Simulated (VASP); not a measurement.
# Mg2I (R-3m) in VASP: a series of runs, part 2 of 2

VASP 6.6.1. Earlier steps stand in the parts before.

### Step 4. Relaxation of cell and atoms, PBE

The input, INCAR:

```
PREC = Accurate
ENCUT = 600
EDIFF = 1E-6
ISMEAR = 0
SIGMA = 0.1
LREAL = False
LASPH = True
NELM = 60
ALGO = Normal
ISIF = 3
LWAVE = False
LCHARG = False
GGA = PE
IBRION = 2
NSW = 90
EDIFFG = -0.04
```

The input, KPOINTS:

```
regular mesh
0
Gamma
  6 6 6
```

The input, POSCAR:

```
Mg2I
1.0
    1.9908729778      1.1494310497      6.0129456840
   -1.9908729778      1.1494310497      6.0129456840
    0.0000000000     -2.2988620994      6.0129456840
Mg I
2 1
Direct
    0.7500000000      0.7500000000      0.7500000000
    0.2500000000      0.2500000000      0.2500000000
    0.0000000000      0.0000000000      0.0000000000
```

Potentials or basis: VASP PAW PBE potentials, release 64 (Mg, I).

Started as:

```
cat potpaw_PBE.64/Mg/POTCAR potpaw_PBE.64/I/POTCAR > POTCAR
mpirun -np 1 vasp_std > vasp.out
```

OUTCAR:

```text
PREC = Accurate
   ENCUT = 600
   EDIFF = 1E-6
   ISMEAR = 0
   LREAL = False
   LASPH = True
   NELM = 60
   ISIF = 3
   GGA = PE
   IBRION = 2
   NSW = 90
   EDIFFG = -0.04

 ion  position               nearest neighbor table
   1  0.750  0.750  0.750-   3 2.75   3 2.75   3 2.75
   2  0.250  0.250  0.250-   3 2.75   3 2.75   3 2.75
   3  0.000  0.000  0.000-   1 2.75   1 2.75   2 2.75   2 2.75   1 2.75   2 2.75

  LATTYP: Found a trigonal (rhomboedric) cell.
 ALAT       =     6.4374127373
 COS(alpha) =     0.8087090651

  Lattice vectors:

 A1 = (   1.9908729778,   1.1494310497,   6.0129456840)
 A2 = (  -1.9908729778,   1.1494310497,   6.0129456840)
 A3 = (   0.0000000000,  -2.2988620994,   6.0129456840)

Analysis of symmetry for initial positions (statically):
=====================================================================
 Subroutine PRICEL returns:
 Original cell was already a primitive cell.

 Routine SETGRP: Setting up the symmetry group for a
 trigonal (rhombohedral) supercell.

 Subroutine GETGRP returns: Found 12 space group operations
 (whereof 12 operations were pure point group operations)
 out of a pool of 12 trial point group operations.

The static configuration has the point symmetry D_3d.

Analysis of symmetry for dynamics (positions and initial velocities):
=====================================================================
 Subroutine PRICEL returns:
 Original cell was already a primitive cell.

 Routine SETGRP: Setting up the symmetry group for a
 trigonal (rhombohedral) supercell.

 Subroutine GETGRP returns: Found 12 space group operations
 (whereof 12 operations were pure point group operations)
 out of a pool of 12 trial point group operations.

The dynamic configuration has the point symmetry D_3d.

 Subroutine INISYM returns: Found 12 space group operations
 (whereof 12 operations are pure point group operations),
 and found     1 'primitive' translations

----------------------------------------------------------------------------------------

                                     Primitive cell

  volume of cell :      82.5591

  direct lattice vectors                    reciprocal lattice vectors
     1.990872978  1.149431050  6.012945684     0.251146108  0.144999273  0.055435946
    -1.990872978  1.149431050  6.012945684    -0.251146108  0.144999273  0.055435946
     0.000000000 -2.298862099  6.012945684     0.000000000 -0.289998546  0.055435946

  length of vectors
     6.437412737  6.437412737  6.437412737     0.295249557  0.295249557  0.295249557

  position of ions in fractional coordinates (direct lattice)
     0.750000000  0.750000000  0.750000000
     0.250000000  0.250000000  0.250000000
     0.000000000  0.000000000  0.000000000

  ion indices of the primitive-cell ions
   primitive index   ion index
                 1           1
                 2           2
                 3           3

----------------------------------------------------------------------------------------

 KPOINTS: regular mesh

Automatic generation of k-mesh.
 Grid dimensions read from file:
 generate k-points for:    6    6    6

[... 59 lines left out ...]
   LSORBIT =      F    spin-orbit coupling
   LASPH  =      T    aspherical Exc in radial PAW
   ENCUT  =  600.0 eV  44.10 Ry    6.64 a.u.  12.86 12.86 12.86*2*pi/ulx,y,z
   NELM   =     60;   NELMIN=  2; NELMDL= -5     # of ELM steps
   EDIFF  = 0.1E-05   stopping-criterion for ELM
   LREAL  =      F    real-space projection
   EDIFFG = -.4E-01   stopping-criterion for IOM
   NSW    =     90    number of steps for IOM
   IBRION =      2    ionic relax: 0-MD 1-quasi-New 2-CG
   NFREE  =      1    steps in history (QN), initial steepest desc. (CG)
   ISIF   =      3    stress and relaxation
   ISYM   =      2    0-nonsym 1-usesym 2-fastsym
   POTIM  = 0.5000    time-step for ionic-motion
   TEBEG  =    0.0;   TEEND  =   0.0 temperature during run
   PSTRESS=    0.0 pullay stress
   NELECT =      11.0000    total number of electrons
   NUPDOWN=      -1.0000    fix difference up-down
   EMIN   =  10.00;   EMAX   =-10.00  energy-range for DOS
   EFERMI =   0.00;   METHOD = LEGACY
   ISMEAR =     0;   SIGMA  =   0.10  broadening in eV -4-tet -1-fermi 0-gaus
   EFERMI_NEDOS =   21; number of points for ismear=-14 and -15
   IALGO  =     38    algorithm
   IMIX   =      4    mixing-type and parameters
     AMIX     =   0.40;   BMIX     =  1.00
     AMIX_MAG =   1.60;   BMIX_MAG =  1.00
  volume/ion in A,a.u.               =      27.52       185.71
  Fermi-wavevector in a.u.,A,eV,Ry     =   0.836150  1.580094  9.512464  0.699146
  Thomas-Fermi vector in A             =   1.949826
   LORBIT       =      0    0 simple, 1 ext, 2 COOP (PROOUT), +10 PAW based schemes
   GGA     = PE    functional components
   LHFCALC =     F    Hartree Fock is set to
   AEXX    =    0.0000 exact exchange contribution
   IVDW    =     0    specifies the selected vdW correction
   LEPSILON=     F    determine dielectric tensor
   LRPA    =     F    only Hartree local field effects (RPA)
 conjugate gradient relaxation of ions
 non-spin polarized calculation
 Gauss-broadening in eV      SIGMA  =   0.10
  energy-cutoff  :      600.00
  volume of cell :       82.56
 maximum number of plane-waves:      2774
 NGX is ok and might be reduce to    54
   NGX = 25   NGY = 25   NGZ = 25

--------------------------------------- Ionic step        1  -------------------------------------------

 number of electron      11.0000000 magnetization

 Free energy of the ion-electron system (eV)
  ---------------------------------------------------
  ext. energy  EPLUGINS =         0.00000000
  ---------------------------------------------------
  free energy    TOTEN  =        -3.16669304 eV

  energy without entropy =       -3.16090380  energy(sigma->0) =       -3.16379842

------------------------ aborting loop because EDIFF is reached ----------------------------------------

  FORCE on cell =-STRESS in cart. coord.  units (eV):
  Direction    XX          YY          ZZ          XY          YZ          ZX
  --------------------------------------------------------------------------------------
  -------------------------------------------------------------------------------------
  Total        4.7552132      4.7552132      4.6882300      0.0000000      0.0000000      0.0000000
  in kB       92.2816964     92.2816964     90.9817924      0.0000000      0.0000000      0.0000000
  external PRESSURE =      91.8483951 kB  Pullay stress =       0.0000000 kB
[... 92 lines left out ...]
  FREE ENERGIE OF THE ION-ELECTRON SYSTEM (eV)
  ---------------------------------------------------
  free  energy   TOTEN  =        -4.3841630464 eV

  energy  without entropy=       -4.3785622656  energy(sigma->0) =       -4.38136266

[... ionic steps 4 to 11 ...]

--------------------------------------- Ionic step       12  -------------------------------------------

 number of electron      11.0000000 magnetization

------------------------ aborting loop because EDIFF is reached ----------------------------------------
[... 69 lines left out ...]
--------------------------------------- Ionic step       14  -------------------------------------------

 number of electron      11.0000000 magnetization

 Free energy of the ion-electron system (eV)
  ---------------------------------------------------
  ext. energy  EPLUGINS =         0.00000000
  ---------------------------------------------------
  free energy    TOTEN  =        -5.14952892 eV

  energy without entropy =       -5.14472801  energy(sigma->0) =       -5.14712847

 E-fermi :   3.8777     XC(G=0):  -8.3428

 val. band max:        3.8174225652   @ k =   0.3333   0.3333   0.0000
 cond. band min:       3.9570485738   @ k =   0.5000   0.1667   0.0000
 fundamental gap:      0.1396260086
 Fermi energy:         3.8777017709

 k-point     1 :       0.0000    0.0000    0.0000
  band No.  band energies     occupation
      1     -10.5944      2.00000
      2      -1.8036      2.00000
      3      -0.7188      2.00000
      4       1.4806      2.00000
      5       1.4806      2.00000
      6       6.2295      0.00000
      7       6.9287      0.00000
      8       8.7519      0.00000
      9      10.2535      0.00000
[... 265 lines left out ...]
 k-point    24 :      -0.3333    0.5000    0.1667
  band No.  band energies     occupation
      1      -9.9388      2.00000
      2      -1.7357      2.00000
      3      -0.9746      2.00000
      4      -0.0971      2.00000
      5       2.3246      2.00000
      6       3.7494      1.93034
      7       5.4108      0.00000
      8       5.7564      0.00000
      9       7.0003      0.00000

 [... further k-points ...]
[... 5 lines left out ...]
  --------------------------------------------------------------------------------------
  -------------------------------------------------------------------------------------
  Total        0.0083462      0.0083462     -0.0605480      0.0000000     -0.0000000     -0.0000000
  in kB        0.1506418      0.1506418     -1.0928348      0.0000000     -0.0000000     -0.0000000
  external PRESSURE =      -0.2638504 kB  Pullay stress =       0.0000000 kB
[... 18 lines left out ...]
  FREE ENERGIE OF THE ION-ELECTRON SYSTEM (eV)
  ---------------------------------------------------
  free  energy   TOTEN  =        -5.1495289215 eV

  energy  without entropy=       -5.1447280125  energy(sigma->0) =       -5.14712847

 reached required accuracy - stopping structural energy minimisation
```

Wall time 6.4 min (1 thread of Intel Xeon 6975P-C (Granite Rapids), shared host); peak memory 0.46 GiB.

Results:

```
Free energy                           : -5.1495 eV
Relaxed volume                        : 29.59 Å³/atom
Relaxed cell                          : a = 6.861 Å, b = 6.861 Å, c = 6.861 Å, α = 33.74°, β = 33.74°, γ = 33.74°
Space group after relaxing (to 0.1 Å) : R-3m (No. 166)
Energy gained by relaxing             : 660.9 meV/atom
Ionic steps                           : 14
Pressure after relaxing               : 0.0 GPa
Largest force after relaxing          : 0.018 eV/Å
Band gap on the k mesh                : zero (an odd number of electrons rules out a gap without spin polarisation)
```

Forces in eV/Å, atoms in the order of the input:
```
Mg   0.000  0.000 -0.018
Mg   0.000  0.000  0.018
I    0.000  0.000  0.000
```

Stress tensor (GPa, compression positive):
```
 0.02  0.00  0.00
 0.00  0.02  0.00
 0.00  0.00 -0.11
```

The path:
| step | energy change (eV) | largest force (eV/Å) | pressure (GPa) | volume (Å³) |
| --- | --- | --- | --- | --- |
| 1 | 0.0000 | 2.8650 | 9.18 | 82.56 |
| 2 | -1.1089 | 1.3821 | 0.47 | 102.88 |
| 3 | -1.2175 | 0.9263 | -1.49 | 113.46 |
| 4 | -1.3757 | 0.9098 | -1.54 | 109.15 |
| 5 | -1.8062 | 0.6946 | -1.30 | 96.78 |
| 6 | -1.3327 | 1.9541 | 7.70 | 74.54 |
| 7 | -1.9307 | 0.4618 | -0.74 | 91.45 |
| 8 | -1.9605 | 0.1035 | 0.92 | 85.07 |
| 9 | -1.9723 | 0.1343 | 0.16 | 87.38 |
| 10 | -1.9723 | 0.0879 | 0.30 | 86.90 |
| 11 | -1.9818 | 0.0408 | 0.28 | 87.70 |
| 12 | -1.9818 | 0.0459 | 0.27 | 87.73 |
| 13 | -1.9826 | 0.0060 | -0.15 | 89.22 |
| 14 | -1.9828 | 0.0177 | -0.03 | 88.77 |

Final structure:
```xyz
3
Lattice="1.9910 1.1495 6.4643 -1.9910 1.1495 6.4643 0.0000 -2.2990 6.4643" Properties=species:S:1:pos:R:3 pbc="T T T"
Mg    0.0000    0.0000   15.1519
Mg    0.0000    0.0000    4.2410
I     0.0000    0.0000    0.0000
```

Levels at points of the mesh, in eV from the Fermi level:
```tsv
k point	band 2	band 3	band 4	band 5	band 6	band 7	band 8	band 9
(0.00, 0.00, 0.00)	-5.68	-4.60	-2.40	-2.40	2.35	3.05	4.87	6.38
(0.50, 0.00, 0.00)	-5.97	-4.54	-3.24	-2.11	-0.62	0.76	2.40	3.09
(0.50, 0.50, 0.00)	-5.96	-4.74	-3.25	-1.83	-0.61	0.86	2.87	4.05
(0.50, 0.50, 0.50)	-6.54	-2.40	-2.40	-2.32	-0.45	3.37	5.21	5.21
```

Caveat: spin-orbit coupling is left out, which moves the levels of the heavy elements; an odd number of electrons without spin polarisation forces a metal; a magnetic or distorted state may lie lower.

### Step 5. Single point, PBE

This run uses another cell than the first one, of 29.61 Å³/atom.

The input, INCAR:

```
SYSTEM = Mg2I
PREC = Accurate
ENCUT = 520
EDIFF = 1E-6
ISMEAR = 0
SIGMA = 0.1
LREAL = .FALSE.
LASPH = .TRUE.
NELM = 60
ALGO = Normal
ISIF = 2
LWAVE = .FALSE.
LCHARG = .FALSE.
GGA = PE
NBANDS = 12
```

The input, KPOINTS:

```
regular mesh
0
G
  12 12 12
  0 0 0
```

The input, POSCAR:

```
Mg2I
1.0
    1.9819206233      1.1442624054      6.5276876124
   -1.9819206233      1.1442624054      6.5276876124
    0.0000000000     -2.2885248107      6.5276876124
Mg I
2 1
Direct
    0.7810126254      0.7810126254      0.7810126254
    0.2189873746      0.2189873746      0.2189873746
    0.0000000000      0.0000000000      0.0000000000
```

Started as:

```
cat potpaw_PBE.64/Mg/POTCAR potpaw_PBE.64/I/POTCAR > POTCAR
mpirun -np 1 vasp_std > vasp.out
```

Wall time 3.8 min (1 thread of Intel Xeon 6975P-C (Granite Rapids), shared host); peak memory 0.54 GiB.

It converged, with:

- Free energy: -5.1517 eV
- Pressure: -0.1 GPa
- Largest force: 0.005 eV/Å
- Band gap on the k mesh: zero (an odd number of electrons rules out a gap without spin polarisation)

Forces in eV/Å, atoms in the order of the input:
```
Mg   0.000  0.000  0.005
Mg   0.000  0.000 -0.005
I    0.000  0.000  0.000
```

Levels at points of the mesh, in eV from the Fermi level:
```
           k point  band 2  band 3  band 4  band 5  band 6  band 7  band 8  band 9
(0.00, 0.00, 0.00)   -5.84   -4.76   -2.46   -2.46    2.26    2.80    4.85    4.85
(0.50, 0.00, 0.00)   -6.09   -4.66   -3.31   -2.23   -0.78    0.57    2.30    3.03
(0.50, 0.50, 0.00)   -6.08   -4.85   -3.33   -1.96   -0.78    0.71    2.76    3.80
(0.50, 0.50, 0.50)   -6.67   -2.53   -2.46   -2.46   -0.67    3.28    5.17    5.17
```

Caveat: spin-orbit coupling is left out, which moves the levels of the heavy elements; an odd number of electrons without spin polarisation forces a metal; a magnetic or distorted state may lie lower.

### Step 6. The runs side by side

| task | cell | k mesh | cutoff (eV) | gap on the mesh (eV) | pressure (GPa) | largest force (eV/Å) |
| --- | --- | --- | --- | --- | --- | --- |
| single point | a = 6.437 Å, angles 36.0°, 3 atoms, atomic positions A | 6 × 6 × 6 | 520 | none | 9.2 | 2.87 |
| single point | a = 6.861 Å, angles 33.6°, 3 atoms, atomic positions B | 6 × 6 × 6 | 520 | none | 0.1 | 0.02 |
| relaxation of cell and atoms | relaxed from a = 6.437 Å, angles 36.0°, 3 atoms, atomic positions A | 6 × 6 × 6 | 600 | none | 0.0 | 0.02 |
| single point | a = 6.917 Å, angles 33.3°, 3 atoms, atomic positions C | 12 × 12 × 12 | 520 | none | -0.1 | - |

Alike in all rows: level PBE; potentials or basis VASP PAW PBE potentials, release 64 (Mg, I); no spin polarisation; smearing gaussian 0.1 eV.

Caveats: spin-orbit coupling is left out, which moves the levels of the heavy elements; an odd number of electrons without spin polarisation forces a metal; a magnetic or distorted state may lie lower; the cell stands under pressure (at least some runs).

Total energies depend on the potentials used, so only differences within one code and one set of settings carry meaning.

The gap in the log of VASP goes by the Fermi energy; the results here count the filled bands.